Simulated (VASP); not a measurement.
# Cu (P-1) in VASP: single point with PBEsol

Aim: the single point of Cu with PBEsol.

All numbers are computed with VASP 6.6.1; they aren't measurements. Logs are shortened: lines on timing, memory, paths and dates and some standing lists are left out, and cuts for length are marked.

## 1. The cell of the first run

The typed cell holds 2 atoms: a = 2.520 Å, b = 2.520 Å, c = 3.563 Å, α = 90.00°, β = 90.00°, γ = 90.00°.

## 2. Single point, PBEsol

File INCAR:

```
PREC     = Accurate       # precision mode
ENCUT    = 520            # plane-wave cutoff, eV
EDIFF    = 1E-6           # SCF threshold, eV
ISMEAR   = 0              # smearing method
SIGMA    = 0.15           # smearing width, eV
LREAL    = False          # projectors in reciprocal space
LASPH    = True           # aspherical terms in the spheres
NELM     = 100            # most SCF steps
ALGO     = Fast           # electronic algorithm
ISIF     = 2              # what is computed and relaxed
LWAVE    = False          # write WAVECAR
LCHARG   = False          # write CHGCAR
GGA      = PS             # functional
NBANDS   = 18             # bands
```

File KPOINTS:

```
Automatic mesh
0
Gamma
  14 14 10
```

File POSCAR:

```
Cu
1.0
    0.0000000000     -1.7816860089     -1.7816860089
    0.0000000000      1.7816860089     -1.7816860089
    3.5633720178      0.0000000000      0.0000000000
Cu
2
Direct
    0.4461318030      0.4638116578      0.4259490292
    0.0538681970      0.0361883422      0.0740509708
```

Potentials or basis: VASP PAW PBE potentials, release 64 (Cu).

Started as:

```
> cat potpaw_PBE.64/Cu/POTCAR > POTCAR
> mpirun -np 1 vasp_std > vasp.out
```

OUTCAR:

```text
PREC = Accurate
   ENCUT = 520
   EDIFF = 1E-6
   ISMEAR = 0
   LREAL = False
   LASPH = True
   NELM = 100
   ISIF = 2
   GGA = PS

 ion  position               nearest neighbor table
   1  0.446  0.464  0.426-   2 1.93   2 2.15   2 2.25   2 2.45   2 2.73
   2  0.054  0.036  0.074-   1 1.93   1 2.15   1 2.25   1 2.45   1 2.73

  LATTYP: Found a simple tetragonal cell.
 ALAT       =     2.5196845177
 C/A-ratio  =     1.4142135624

  Lattice vectors:

 A1 = (   0.0000000000,  -1.7816860089,  -1.7816860089)
 A2 = (   0.0000000000,   1.7816860089,  -1.7816860089)
 A3 = (   3.5633720178,   0.0000000000,   0.0000000000)

Analysis of symmetry for initial positions (statically):
=====================================================================
 Subroutine PRICEL returns:
 Original cell was already a primitive cell.

 Routine SETGRP: Setting up the symmetry group for a
 simple tetragonal supercell.

 Subroutine GETGRP returns: Found  2 space group operations
 (whereof  1 operations were pure point group operations)
 out of a pool of 16 trial point group operations.

The static configuration has the point symmetry C_1 .
 The point group associated with its full space group is S_2 .

Analysis of symmetry for dynamics (positions and initial velocities):
=====================================================================
 Subroutine PRICEL returns:
 Original cell was already a primitive cell.

 Routine SETGRP: Setting up the symmetry group for a
 simple tetragonal supercell.

 Subroutine GETGRP returns: Found  2 space group operations
 (whereof  1 operations were pure point group operations)
 out of a pool of 16 trial point group operations.

The dynamic configuration has the point symmetry C_1 .
 The point group associated with its full space group is S_2 .

 Subroutine INISYM returns: Found  2 space group operations
 (whereof  1 operations are pure point group operations),
 and found     1 'primitive' translations

----------------------------------------------------------------------------------------

                                     Primitive cell

  volume of cell :      22.6232

  direct lattice vectors                    reciprocal lattice vectors
     0.000000000 -1.781686009 -1.781686009     0.000000000 -0.280633062 -0.280633062
     0.000000000  1.781686009 -1.781686009     0.000000000  0.280633062 -0.280633062
     3.563372018  0.000000000  0.000000000     0.280633062  0.000000000  0.000000000

  length of vectors
     2.519684518  2.519684518  3.563372018     0.396875082  0.396875082  0.280633062

  position of ions in fractional coordinates (direct lattice)
     0.446131803  0.463811658  0.425949029
     0.053868197  0.036188342  0.074050971

  ion indices of the primitive-cell ions
   primitive index   ion index
                 1           1
                 2           2

----------------------------------------------------------------------------------------

 KPOINTS: Automatic mesh

Automatic generation of k-mesh.
 Grid dimensions read from file:
 generate k-points for:   14   14   10

 Generating k-lattice:

  Cartesian coordinates                     Fractional coordinates (reciprocal lattice)
     0.000000000 -0.020045219 -0.020045219     0.071428571  0.000000000  0.000000000
     0.000000000  0.020045219 -0.020045219     0.000000000  0.071428571  0.000000000
     0.028063306  0.000000000  0.000000000     0.000000000  0.000000000  0.100000000

  Length of vectors
     0.028348220  0.028348220  0.028063306

  Shift w.r.t. Gamma in fractional coordinates (k-lattice)
     0.000000000  0.000000000  0.000000000

 Subroutine IBZKPT returns following result:
 ===========================================

 Found    984 irreducible k-points:

 Following reciprocal coordinates:
            Coordinates               Weight
  0.000000  0.000000  0.000000      1.000000
  0.071429  0.000000  0.000000      2.000000
  0.000000  0.071429  0.000000      2.000000
  0.142857  0.000000  0.000000      2.000000
  0.000000  0.142857  0.000000      2.000000
  0.214286  0.000000  0.000000      2.000000
[... 16 lines left out ...]
 -0.071429  0.214286  0.000000      2.000000
 -0.214286  0.071429  0.000000      2.000000
 [... further k-points ...]
   k-points           NKPTS =    984   k-points in BZ     NKDIM =    984   number of bands    NBANDS=     18
   number of dos      NEDOS =    301   number of ions     NIONS =      2
   total plane-waves  NPLWV =  11200
   dimension x,y,z NGX =    20 NGY =   20 NGZ =   28
   dimension x,y,z NGXF=    40 NGYF=   40 NGZF=   56
   ions per type =               2
   NGX,Y,Z   is equivalent  to a cutoff of  13.20, 13.20, 13.06 a.u.
   NGXF,Y,Z  is equivalent  to a cutoff of  26.39, 26.39, 26.13 a.u.
 SYSTEM =  unknown system
   PREC   = accura    normal or accurate (medium, high low for compatibility)
   ISTART =      0    job   : 0-new  1-cont  2-samecut
   ICHARG =      2    charge: 1-file 2-atom 10-const
   ISPIN  =      1    spin polarized calculation?
   LNONCOLLINEAR =      F non collinear calculations
   LSORBIT =      F    spin-orbit coupling
   LASPH  =      T    aspherical Exc in radial PAW
   ENCUT  =  520.0 eV  38.22 Ry    6.18 a.u.   4.68  4.68  6.63*2*pi/ulx,y,z
   NELM   =    100;   NELMIN=  2; NELMDL= -5     # of ELM steps
   EDIFF  = 0.1E-05   stopping-criterion for ELM
   LREAL  =      F    real-space projection
   EDIFFG = 0.1E-04   stopping-criterion for IOM
   NSW    =      0    number of steps for IOM
   IBRION =     -1    ionic relax: 0-MD 1-quasi-New 2-CG
   NFREE  =      0    steps in history (QN), initial steepest desc. (CG)
   ISIF   =      2    stress and relaxation
   ISYM   =      2    0-nonsym 1-usesym 2-fastsym
   POTIM  = 0.5000    time-step for ionic-motion
   TEBEG  =    0.0;   TEEND  =   0.0 temperature during run
   PSTRESS=    0.0 pullay stress
   NELECT =      22.0000    total number of electrons
   NUPDOWN=      -1.0000    fix difference up-down
   EMIN   =  10.00;   EMAX   =-10.00  energy-range for DOS
   EFERMI =   0.00;   METHOD = LEGACY
   ISMEAR =     0;   SIGMA  =   0.15  broadening in eV -4-tet -1-fermi 0-gaus
   EFERMI_NEDOS =   21; number of points for ismear=-14 and -15
   IALGO  =     68    algorithm
   IMIX   =      4    mixing-type and parameters
     AMIX     =   0.40;   BMIX     =  1.00
     AMIX_MAG =   1.60;   BMIX_MAG =  1.00
  volume/ion in A,a.u.               =      11.31        76.33
  Fermi-wavevector in a.u.,A,eV,Ry     =   1.621927  3.064997 35.792115  2.630646
  Thomas-Fermi vector in A             =   2.715623
   LORBIT       =      0    0 simple, 1 ext, 2 COOP (PROOUT), +10 PAW based schemes
   GGA     = PS    functional components
   LHFCALC =     F    Hartree Fock is set to
   AEXX    =    0.0000 exact exchange contribution
   IVDW    =     0    specifies the selected vdW correction
   LEPSILON=     F    determine dielectric tensor
   LRPA    =     F    only Hartree local field effects (RPA)
 non-spin polarized calculation
 RMM-DIIS sequential band-by-band and
 Gauss-broadening in eV      SIGMA  =   0.15
  energy-cutoff  :      520.00
  volume of cell :       22.62
 maximum number of plane-waves:       629
   NGX =  9   NGY =  9   NGZ = 13

 number of electron      21.9999991 magnetization

 Free energy of the ion-electron system (eV)
  ---------------------------------------------------
  ext. energy  EPLUGINS =         0.00000000
  ---------------------------------------------------
  free energy    TOTEN  =        -6.75996575 eV

  energy without entropy =       -6.75244357  energy(sigma->0) =       -6.75620466

 E-fermi :   8.1124     XC(G=0): -13.0114

 val. band max:        8.1090564850   @ k =   0.5000   0.0000   0.0000
 cond. band min:       8.1137820880   @ k =  -0.4286  -0.2143   0.4000
 fundamental gap:      0.0047256030
 Fermi energy:         8.1124308430

 k-point     1 :       0.0000    0.0000    0.0000
  band No.  band energies     occupation
      1      -1.8086      2.00000
      2       2.3339      2.00000
      3       2.4993      2.00000
      4       3.8405      2.00000
      5       4.1419      2.00000
      6       5.1796      2.00000
[... 10 lines left out ...]
     17      27.8831      0.00000
     18      31.9475      0.00000

 k-point     2 :       0.0714    0.0000    0.0000
  band No.  band energies     occupation
      1      -1.6807      2.00000
      2       2.3531      2.00000
      3       2.5589      2.00000
      4       3.8325      2.00000
      5       4.1536      2.00000
      6       5.1267      2.00000
[... 10 lines left out ...]
     17      28.6508      0.00000
     18      31.1724      0.00000

 k-point     3 :       0.0000    0.0714    0.0000
  band No.  band energies     occupation
      1      -1.6799      2.00000
      2       2.4044      2.00000
      3       2.5093      2.00000
      4       3.8314      2.00000
      5       4.1503      2.00000
      6       5.0868      2.00000
[... 10 lines left out ...]
     17      28.8459      0.00000
     18      31.2491      0.00000

 k-point     4 :       0.1429    0.0000    0.0000
  band No.  band energies     occupation
      1      -1.3026      2.00000
      2       2.3926      2.00000
      3       2.7377      2.00000
      4       3.8103      2.00000
      5       4.1703      2.00000
      6       4.9522      2.00000
[... 375 lines left out ...]
      4       3.7395      2.00000
      5       4.1566      2.00000
      6       4.7186      2.00000
[... 10 lines left out ...]
     17      27.2356      0.00000
     18      29.0449      0.00000

 k-point    23 :      -0.0714    0.2143    0.0000
  band No.  band energies     occupation
      1      -0.5667      2.00000
      2       2.6061      2.00000
      3       2.8905      2.00000
      4       3.7678      2.00000
      5       4.1366      2.00000
      6       4.5050      2.00000
[... 10 lines left out ...]
     17      27.3448      0.00000
     18      28.9586      0.00000

 k-point    24 :      -0.2143    0.0714    0.0000
  band No.  band energies     occupation
      1      -0.5735      2.00000
      2       2.4859      2.00000
      3       2.9947      2.00000
      4       3.7598      2.00000
      5       4.1513      2.00000
      6       4.5875      2.00000
[... 10 lines left out ...]
     17      27.2826      0.00000
     18      29.2125      0.00000

 [... further k-points ...]

------------------------ aborting loop because EDIFF is reached ----------------------------------------

  FORCE on cell =-STRESS in cart. coord.  units (eV):
  Direction    XX          YY          ZZ          XY          YZ          ZX
  --------------------------------------------------------------------------------------
  -------------------------------------------------------------------------------------
  Total        6.1609757      4.4225755      7.3914634     -0.6051970     -0.6198384     -5.0303655
  in kB      436.3214627    313.2076362    523.4648377    -42.8601648    -43.8970702   -356.2514347
  external PRESSURE =     424.3313122 kB  Pullay stress =       0.0000000 kB

 VOLUME and BASIS-vectors are now :
 -----------------------------------------------------------------------------
  energy-cutoff  :      520.00
  volume of cell :       22.62
      direct lattice vectors                 reciprocal lattice vectors
     0.000000000 -1.781686009 -1.781686009     0.000000000 -0.280633062 -0.280633062
     0.000000000  1.781686009 -1.781686009     0.000000000  0.280633062 -0.280633062
     3.563372018  0.000000000  0.000000000     0.280633062  0.000000000  0.000000000

 POSITION                                       TOTAL-FORCE (eV/Angst)
 -----------------------------------------------------------------------------------
      1.51781      0.03150     -1.62123         6.866739     -0.529694     -4.277400
      0.26387     -0.03150     -0.16045        -6.866739      0.529694      4.277400
 -----------------------------------------------------------------------------------
    total drift:                                0.000000     -0.000000      0.000000

  FREE ENERGIE OF THE ION-ELECTRON SYSTEM (eV)
  ---------------------------------------------------
  free  energy   TOTEN  =        -6.7599657546 eV

  energy  without entropy=       -6.7524435685  energy(sigma->0) =       -6.75620466
```

It took 2.7 min on 1 thread of Intel Xeon 6975P-C (Granite Rapids), shared host; peak memory 0.41 GiB.

Results:

| Item | Value |
| --- | --- |
| Free energy | -6.7600 eV |
| Pressure | 42.4 GPa |
| Largest force | 8.107 eV/Å |
| Band gap on the k mesh | zero (bands 11 and 12 overlap by 5.63 eV) |

Forces on the atoms (eV/Å):
```
Cu   6.867 -0.530 -4.277
Cu  -6.867  0.530  4.277
```

Caveat: the stress differs along the axes, from 31 to 52 GPa; the PAW data sets were made with another functional, which shifts forces and pressure a little.
